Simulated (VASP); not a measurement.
# Cr3Si8Mo (P4/mmm) in VASP: relaxation of cell and atoms with PBE

Aim: the relaxation of cell and atoms of Cr3Si8Mo with PBE.

All numbers are computed with VASP 6.6.1; they aren't measurements. Logs are shortened: lines on timing, memory, paths and dates and some standing lists are left out, and cuts for length are marked.

## Step 1: The cell of the first run

It takes space group P4/mmm (No. 123, tetragonal). Conventional cell: a = 4.660 Å, b = 4.660 Å, c = 8.038 Å, α = 90.00°, β = 90.00°, γ = 90.00°. Cr (site symmetry mmm) has 10 Si at 2.68 to 2.70 Å and 4 Cr at 3.30 Å within 3.5 Å. Cr (site symmetry 4/mmm) has 10 Si at 2.68 to 2.70 Å and 4 Mo at 3.30 Å within 3.5 Å. Within 3.5 Å of Si (site symmetry 4mm) lie 9 Si at 2.65 to 3.30 Å and 4 Cr at 2.68 Å and 1 Mo at 2.70 Å. Si (site symmetry 2mm) has 9 Si at 2.65 to 3.30 Å and 3 Cr at 2.68 to 2.70 Å and 2 Mo at 2.68 Å within 3.5 Å. Within 3.5 Å of Si (site symmetry 4mm) lie 9 Si at 2.65 to 3.30 Å and 5 Cr at 2.68 to 2.70 Å. Mo (site symmetry 4/mmm) has 10 Si at 2.68 to 2.70 Å and 4 Cr at 3.30 Å within 3.5 Å.

## Step 2: Relaxation of cell and atoms, PBE, collinear spin, ferromagnetic start

File INCAR:

```
  PREC = Accurate
  ENCUT = 500
  EDIFF = 1E-7
  ISMEAR = 0
  SIGMA = 0.1
  LREAL = False
  LASPH = True
  NELM = 200
  ALGO = Normal
  ISIF = 3
  LWAVE = False
  LCHARG = False
  ISPIN = 2
  MAGMOM = 3 3 3 0 0 0 0 0 0 0 0 0
  LORBIT = 11
  LMAXMIX = 4
  GGA = PE
  IBRION = 2
  NSW = 90
  EDIFFG = -0.04
  GGA_COMPAT = False
  NELMIN = 4
```

File KPOINTS:

```
regular mesh
0
Gamma
  4 4 2
```

File POSCAR:

```
Cr3Si8Mo
1.0
    4.6602375800      0.0000000000      0.0000000000
    0.0000000000      4.6602375800      0.0000000000
    0.0000000000      0.0000000000      8.0382203900
Cr Si Mo
3 8 1
Direct
    0.0000000000      0.5000000000      0.5000000000
    0.5000000000      0.0000000000      0.5000000000
    0.5000000000      0.5000000000      0.0000000000
    0.0000000000      0.0000000000      0.6645706300
    0.0000000000      0.5000000000      0.1645706300
    0.5000000000      0.0000000000      0.1645706300
    0.5000000000      0.5000000000      0.6645706300
    0.0000000000      0.0000000000      0.3354293700
    0.0000000000      0.5000000000      0.8354293700
    0.5000000000      0.0000000000      0.8354293700
    0.5000000000      0.5000000000      0.3354293700
    0.0000000000      0.0000000000      0.0000000000
```

Potentials or basis: VASP PAW PBE potentials, release 64 (Cr_pv, Si, Mo_sv).

On the command line:

```console
$ cat potpaw_PBE.64/Cr_pv/POTCAR potpaw_PBE.64/Si/POTCAR potpaw_PBE.64/Mo_sv/POTCAR > POTCAR
$ mpirun -np 1 vasp_std > vasp.out
```

OUTCAR:

```text
PREC = Accurate
   ENCUT = 500
   EDIFF = 1E-7
   ISMEAR = 0
   LREAL = False
   LASPH = True
   NELM = 200
   ISIF = 3
   ISPIN = 2
   LORBIT = 11
   GGA = PE
   IBRION = 2
   NSW = 90
   EDIFFG = -0.04
   NELMIN = 4

 ion  position               nearest neighbor table
   1  0.000  0.500  0.500-   4 2.68   7 2.68   8 2.68  11 2.68   4 2.68   8 2.68   7 2.68  11 2.68
                             9 2.70   5 2.70
   2  0.500  0.000  0.500-   4 2.68   7 2.68   8 2.68  11 2.68   7 2.68  11 2.68   4 2.68   8 2.68
                            10 2.70   6 2.70
   3  0.500  0.500  0.000-   5 2.68   6 2.68   9 2.68  10 2.68   6 2.68  10 2.68   5 2.68   9 2.68
                             7 2.70  11 2.70  12 3.30  12 3.30  12 3.30  12 3.30
   4  0.000  0.000  0.665-   8 2.65   2 2.68   1 2.68   1 2.68   2 2.68  12 2.70  10 2.70   9 2.70
                             9 2.70  10 2.70
   5  0.000  0.500  0.165-   9 2.65   3 2.68  12 2.68  12 2.68   3 2.68   1 2.70   8 2.70  11 2.70
                             8 2.70  11 2.70
   6  0.500  0.000  0.165-  10 2.65   3 2.68  12 2.68   3 2.68  12 2.68   2 2.70  11 2.70  11 2.70
                             8 2.70   8 2.70
   7  0.500  0.500  0.665-  11 2.65   2 2.68   1 2.68   2 2.68   1 2.68   3 2.70  10 2.70  10 2.70
                             9 2.70   9 2.70
   8  0.000  0.000  0.335-   4 2.65   2 2.68   1 2.68   1 2.68   2 2.68  12 2.70   6 2.70   5 2.70
                             5 2.70   6 2.70
   9  0.000  0.500  0.835-   5 2.65   3 2.68  12 2.68  12 2.68   3 2.68   1 2.70   4 2.70   7 2.70
                             4 2.70   7 2.70
  10  0.500  0.000  0.835-   6 2.65   3 2.68  12 2.68   3 2.68  12 2.68   2 2.70   7 2.70   7 2.70
                             4 2.70   4 2.70
  11  0.500  0.500  0.335-   7 2.65   2 2.68   1 2.68   2 2.68   1 2.68   3 2.70   6 2.70   6 2.70
                             5 2.70   5 2.70
  12  0.000  0.000  0.000-   5 2.68   6 2.68   9 2.68  10 2.68   5 2.68   9 2.68   6 2.68  10 2.68
                             4 2.70   8 2.70   3 3.30   3 3.30   3 3.30   3 3.30

  LATTYP: Found a simple tetragonal cell.
 ALAT       =     4.6602375800
 C/A-ratio  =     1.7248520600

  Lattice vectors:

 A1 = (   4.6602375800,   0.0000000000,   0.0000000000)
 A2 = (   0.0000000000,   4.6602375800,   0.0000000000)
 A3 = (   0.0000000000,   0.0000000000,   8.0382203900)

Analysis of symmetry for initial positions (statically):
=====================================================================
 Subroutine PRICEL returns:
 Original cell was already a primitive cell.

 Routine SETGRP: Setting up the symmetry group for a
 simple tetragonal supercell.

 Subroutine GETGRP returns: Found 16 space group operations
 (whereof 16 operations were pure point group operations)
 out of a pool of 16 trial point group operations.

[... 194 lines left out ...]
 Fermi energy:         9.5746895770

 spin component 1

 k-point     1 :       0.0000    0.0000    0.0000
  band No.  band energies     occupation
      1     -51.1665      1.00000
      2     -33.3688      1.00000
      3     -33.3688      1.00000
      4     -33.3531      1.00000
      5     -33.3531      1.00000
      6     -33.3218      1.00000
[... 1336 lines left out ...]
     52      12.9512      0.00000
     53      12.9512      0.00000
 [bands above 53 left out]

------------------------ aborting loop because EDIFF is reached ----------------------------------------

  FORCE on cell =-STRESS in cart. coord.  units (eV):
  Direction    XX          YY          ZZ          XY          YZ          ZX
  --------------------------------------------------------------------------------------
  -------------------------------------------------------------------------------------
  Total      -22.8771107    -22.8771107    -25.6353114      0.0000000     -0.0000000      0.0000000
  in kB     -209.9595976   -209.9595976   -235.2735767      0.0000000     -0.0000000      0.0000000
  external PRESSURE =    -218.3975906 kB  Pullay stress =       0.0000000 kB
[... 371 lines left out ...]
 number of electron      81.9999998 magnetization      -0.0000079

 number of electron      81.9999998 magnetization       0.0000007

 Free energy of the ion-electron system (eV)
  ---------------------------------------------------
  ext. energy  EPLUGINS =         0.00000000
  ---------------------------------------------------
  free energy    TOTEN  =       -87.44761033 eV

  energy without entropy =      -87.43884584  energy(sigma->0) =      -87.44322808

 E-fermi :  11.7175     XC(G=0): -12.4150

 val. band max:       11.5602083694   @ k =   0.2500   0.2500   0.0000
 cond. band min:      11.7205561107   @ k =   0.2500   0.0000   0.0000
 fundamental gap:      0.1603477413
 Fermi energy:        11.7174847086

 spin component 1

 k-point     1 :       0.0000    0.0000    0.0000
  band No.  band energies     occupation
      1     -48.7329      1.00000
      2     -31.1609      1.00000
      3     -31.1609      1.00000
      4     -31.0987      1.00000
      5     -31.0987      1.00000
      6     -31.0543      1.00000
[... 1336 lines left out ...]
     52      15.5732      0.00000
     53      15.5732      0.00000
 [bands above 53 left out]

------------------------ aborting loop because EDIFF is reached ----------------------------------------

  FORCE on cell =-STRESS in cart. coord.  units (eV):
  Direction    XX          YY          ZZ          XY          YZ          ZX
  --------------------------------------------------------------------------------------
  -------------------------------------------------------------------------------------
  Total       -0.0354152     -0.0354152     -0.3926099      0.0000000      0.0000000      0.0000000
  in kB       -0.3813599     -0.3813599     -4.2277274      0.0000000      0.0000000      0.0000000
  external PRESSURE =      -1.6634824 kB  Pullay stress =       0.0000000 kB
[... 27 lines left out ...]
  FREE ENERGIE OF THE ION-ELECTRON SYSTEM (eV)
  ---------------------------------------------------
  free  energy   TOTEN  =       -87.4476103252 eV

  energy  without entropy=      -87.4388458357  energy(sigma->0) =      -87.44322808

 reached required accuracy - stopping structural energy minimisation

 total charge

# of ion       s       p       d       tot
------------------------------------------
    1        0.304   6.343   4.400  11.047
    2        0.304   6.343   4.400  11.047
    3        0.291   6.328   4.374  10.992
    4        0.741   0.889   0.000   1.630
    5        0.743   0.889   0.000   1.631
    6        0.743   0.889   0.000   1.631
    7        0.741   0.879   0.000   1.620
    8        0.741   0.889   0.000   1.630
    9        0.743   0.889   0.000   1.631
   10        0.743   0.889   0.000   1.631
   11        0.741   0.879   0.000   1.620
   12        2.302   6.229   4.272  12.803
--------------------------------------------------
tot          9.137  32.333  17.446  58.916

 magnetization (x)

# of ion       s       p       d       tot
------------------------------------------
    1       -0.000  -0.000  -0.000  -0.000
    2       -0.000  -0.000  -0.000  -0.000
    3       -0.000   0.000   0.000   0.000
    4       -0.000  -0.000   0.000  -0.000
    5       -0.000  -0.000   0.000  -0.000
    6       -0.000  -0.000   0.000  -0.000
    7       -0.000   0.000   0.000  -0.000
    8       -0.000  -0.000   0.000  -0.000
    9       -0.000  -0.000   0.000  -0.000
   10       -0.000  -0.000   0.000  -0.000
   11       -0.000   0.000   0.000  -0.000
   12       -0.000  -0.000  -0.000  -0.000
--------------------------------------------------
tot         -0.000  -0.000  -0.000  -0.000
```

OSZICAR:

```text
N       E                     dE             d eps       ncg     rms          rms(c)
DAV:   1     0.747038328208E+03    0.74704E+03   -0.38979E+04  2848   0.144E+03
DAV:   2    -0.264371707520E+02   -0.77348E+03   -0.74466E+03  2722   0.408E+02
DAV:   3    -0.905265803916E+02   -0.64089E+02   -0.60557E+02  3476   0.107E+02
[... 126 lines left out ...]
DAV:   5    -0.874479998173E+02   -0.12760E-03   -0.23761E-03  3332   0.312E-01    0.202E-01
DAV:   6    -0.874476224383E+02    0.37738E-03   -0.11129E-03  3338   0.240E-01    0.506E-02
DAV:   7    -0.874476101653E+02    0.12273E-04   -0.10281E-04  3068   0.562E-02    0.342E-02
DAV:   8    -0.874476102100E+02   -0.44657E-07   -0.15437E-05  3224   0.215E-02    0.544E-03
DAV:   9    -0.874476103841E+02   -0.17414E-06   -0.15407E-06  3280   0.631E-03    0.289E-03
DAV:  10    -0.874476103252E+02    0.58948E-07   -0.12903E-07  1872   0.186E-03
   9 F= -.87447610E+02 E0= -.87443228E+02  d E =-.304671E-02  mag=     0.0000
```

CONTCAR:

```text
Cr3Si8Mo
   1.00000000000000
     4.4138202251265524    0.0000000000000000    0.0000000000000000
    -0.0000000000000000    4.4138202251265524   -0.0000000000000000
     0.0000000000000000   -0.0000000000000000    7.6372241945563397
  Cr              Si              Mo
     3     8     1
Direct
     0.0000000000000000    0.5000000000000000    0.5000000000000000
     0.5000000000000000    0.0000000000000000    0.5000000000000000
     0.5000000000000000    0.5000000000000000    0.0000000000000000
     0.0000000000000000    0.0000000000000000    0.6589660755310950
     0.0000000000000000    0.5000000000000000    0.1681305815670582
     0.5000000000000000    0.0000000000000000    0.1681305815670582
     0.5000000000000000    0.5000000000000000    0.6624577484714851
     0.0000000000000000    0.0000000000000000    0.3410339244689053
     0.0000000000000000    0.5000000000000000    0.8318694184329418
     0.5000000000000000    0.0000000000000000    0.8318694184329418
     0.5000000000000000    0.5000000000000000    0.3375422515285149
     0.0000000000000000    0.0000000000000000    0.0000000000000000

  0.00000000E+00  0.00000000E+00  0.00000000E+00
  0.00000000E+00  0.00000000E+00  0.00000000E+00
  0.00000000E+00  0.00000000E+00  0.00000000E+00
  0.00000000E+00  0.00000000E+00  0.00000000E+00
  0.00000000E+00  0.00000000E+00  0.00000000E+00
  0.00000000E+00  0.00000000E+00  0.00000000E+00
  0.00000000E+00  0.00000000E+00  0.00000000E+00
  0.00000000E+00  0.00000000E+00  0.00000000E+00
  0.00000000E+00  0.00000000E+00  0.00000000E+00
  0.00000000E+00  0.00000000E+00  0.00000000E+00
  0.00000000E+00  0.00000000E+00  0.00000000E+00
  0.00000000E+00  0.00000000E+00  0.00000000E+00
```

Wall time 56 min (1 thread of Intel Xeon 8259CL, shared host); peak memory 0.43 GiB.

What came out:

```yaml
Free_energy: -87.4476 eV
Relaxed_volume: 12.40 Å³/atom
Relaxed_cell: a = 4.414 Å, b = 4.414 Å, c = 7.637 Å, α = 90.00°, β = 90.00°, γ = 90.00°
Space_group_after_relaxing_to_0.1_Å: P4/mmm (No. 123)
Energy_gained_by_relaxing: 174.7 meV/atom
Ionic_steps: 9
Pressure_after_relaxing: -0.2 GPa
Largest_force_after_relaxing: 0.028 eV/Å
Band_gap_on_the_k_mesh: zero (filled and empty bands overlap)
Net_moment: 0.00 μB per cell
Valence_electrons_inside_the_program's_atomic_spheres: Cr 11.05, 10.99 (each value once); Si 1.63, 1.62 (each value once); Mo 12.80
```

Forces on the atoms (eV/Å):
```
Cr   0.000  0.000  0.000
Cr   0.000  0.000  0.000
Cr   0.000  0.000  0.000
Si   0.000  0.000 -0.014
Si   0.000  0.000  0.019
Si   0.000  0.000  0.019
Si   0.000  0.000 -0.028
Si   0.000  0.000  0.014
Si   0.000  0.000 -0.019
Si   0.000  0.000 -0.019
Si   0.000  0.000  0.028
Mo   0.000  0.000  0.000
```

The path:
```tsv
step	energy change (eV)	largest force (eV/Å)	pressure (GPa)	volume (Å³)
1	0.0000	0.6450	-21.84	174.57
2	0.0959	1.0802	38.89	129.10
3	-2.0401	0.5906	-0.73	149.58
4	-2.0417	0.5865	-0.06	149.07
5	-2.0411	0.5825	0.59	148.59
6	-2.0937	0.0784	0.83	148.01
7	-2.0938	0.0811	0.82	148.03
8	-2.0958	0.0247	-0.73	149.23
9	-2.0969	0.0275	-0.17	148.79
```

Final structure:
```
CELL_PARAMETERS angstrom
4.41382 0.00000 0.00000
0.00000 4.41382 0.00000
0.00000 0.00000 7.63722
ATOMIC_POSITIONS crystal
Cr 0.00000 0.50000 0.50000
Cr 0.50000 0.00000 0.50000
Cr 0.50000 0.50000 0.00000
Si 0.00000 0.00000 0.65897
Si 0.00000 0.50000 0.16813
Si 0.50000 0.00000 0.16813
Si 0.50000 0.50000 0.66246
Si 0.00000 0.00000 0.34103
Si 0.00000 0.50000 0.83187
Si 0.50000 0.00000 0.83187
Si 0.50000 0.50000 0.33754
Mo 0.00000 0.00000 0.00000
```

Caveat: the k points lie up to 0.41 Å⁻¹ apart in the final cell.
